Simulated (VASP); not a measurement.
Input of a VASP 6.6.1 run:

File INCAR:

```
SYSTEM = Fe
PREC     = Accurate       ! precision mode
ENCUT    = 520            ! plane-wave cutoff, eV
EDIFF    = 1E-6           ! SCF threshold, eV
ISMEAR   = 0              ! smearing method
SIGMA    = 0.05           ! smearing width, eV
LREAL    = .False.        ! projectors in reciprocal space
LASPH    = .True.         ! aspherical terms in the spheres
NELM     = 150            ! most SCF steps
ALGO     = Normal         ! electronic algorithm
ISIF     = 2              ! what is computed and relaxed
LWAVE    = .False.        ! write WAVECAR
LCHARG   = .True.         ! write CHGCAR
ISPIN    = 2              ! spin polarisation
MAGMOM   = 2.44           ! initial moments
LORBIT   = 11             ! projections on sites
LMAXMIX  = 4              ! l up to which the mixer works
GGA      = PE             ! functional
LELF     = .True.         ! ELF
LVHAR    = .True.       
NBANDS   = 14             ! bands
```

File KPOINTS:

```
regular mesh
0
Gamma
  10 10 10
  0 0 0
```

Contents of POSCAR:

```
Fe
1.0
   -1.4050600115      1.4050600115      1.4050600115
    1.4050600115     -1.4050600115      1.4050600115
    1.4050600115      1.4050600115     -1.4050600115
Fe
1
Direct
    0.0000000000      0.0000000000      0.0000000000
```

Potentials or basis: VASP PAW PBE potentials, release 64 (Fe).

Command:

```bash
$ cat potpaw_PBE.64/Fe/POTCAR > POTCAR
$ mpirun -np 1 vasp_std > vasp.out
```

Problem. What does it give for the site moments?

Solution. Fe +2.13 μB.

Problem. Estimate the net moment.

Solution. 2.13 μB per cell.
